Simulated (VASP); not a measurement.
# Zr: single point with PBE

The system is Zr.

```xyz
1
Lattice="1.1932 2.9830 2.9830 2.9830 1.1932 2.9830 2.9830 2.9830 1.1932" Properties=species:S:1:pos:R:3 pbc="T T T"
Zr    0.0000    0.0000    0.0000
```

This cell differs from its parent crystal: ratio of the length along [111] to the lengths across it x 2.0, volume and fractional coordinates fixed.

```yaml
Program: VASP 6.6.1
Task: single point
Functional: PBE
Potentials_or_basis: VASP PAW PBE potentials, release 64 (Zr_sv)
Cutoff: 520 eV
k_mesh: 20 × 20 × 20
Occupations: gaussian, width 0.15 eV
Spin: no spin polarisation
```

The pressure is 32.5 GPa and the band gap on the k mesh is zero (bands 6 and 7 overlap by 1.12 eV).

Stress tensor (GPa, compression positive):
```
 32.46 -25.21 -25.21
-25.21  32.46 -25.21
-25.21 -25.21  32.46
```

Levels at points of the mesh, in eV from the Fermi level:
```
           k point  band 2  band 3  band 4  band 5  band 6  band 7  band 8  band 9  band 10  band 11
(0.00, 0.00, 0.00)  -26.82  -24.21  -24.21   -4.14   -2.41    1.62    1.62    5.51     7.29     7.29
(0.50, 0.00, 0.00)  -29.00  -25.87  -25.32   -4.07   -2.42    2.68    4.80    5.04    10.73    11.12
(0.50, 0.50, 0.00)  -29.00  -25.88  -25.32   -4.07   -2.82    3.92    5.25    5.53     9.33    11.12
(0.50, 0.50, 0.50)  -26.87  -24.21  -24.21   -2.94   -1.08    1.06    1.62    1.62     7.34     7.34
```

It took 11 min on 1 thread of Intel(R) Xeon(R) Platinum 8488C (Sapphire Rapids), with other jobs on the host, peak memory 0.39 GiB.

Caveat: the cell stands under pressure.
